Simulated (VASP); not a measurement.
Here is a VASP 6.6.1 calculation.

Contents of INCAR:

```
ALGO = Normal
EDIFF = 1E-6
ENCUT = 500
GGA = PE
GGA_COMPAT = F
ISIF = 2
ISMEAR = 0
LASPH = T
LCHARG = F
LREAL = F
LWAVE = F
NBANDS = 19
NELM = 120
PREC = Accurate
SIGMA = 0.15
```

The input KPOINTS:

```
k-points
0
Gamma
  3 3 3
```

File POSCAR:

```
MoH6
1.0
    0.0000000000      2.6340073932      2.6340073932
    2.6340073932      0.0000000000      2.6340073932
    2.6340073932      2.6340073932      0.0000000000
H Mo
6 1
Direct
    0.5000000000      0.5000000000      0.0000000000
    0.5000000000      0.0000000000      0.5000000000
    0.0000000000      0.0000000000      0.5000000000
    0.0000000000      0.5000000000      0.0000000000
    0.0000000000      0.5000000000      0.5000000000
    0.5000000000      0.0000000000      0.0000000000
    0.0000000000      0.0000000000      0.0000000000
```

Potentials or basis: VASP PAW PBE potentials, release 64 (H, Mo_sv).

Run with:

```console
$ cat potpaw_PBE.64/H/POTCAR potpaw_PBE.64/Mo_sv/POTCAR > POTCAR
$ mpirun -np 1 vasp_std > vasp.out
```

**Question.** Estimate the band gap on the k mesh.

**Answer.** 2.19 eV, indirect (least direct gap 3.02 eV).

**Question.** What does it give for the pressure?

**Answer.** -0.3 GPa.

Caveat: the k points lie up to 0.69 Å⁻¹ apart. A k mesh can miss the band edges.
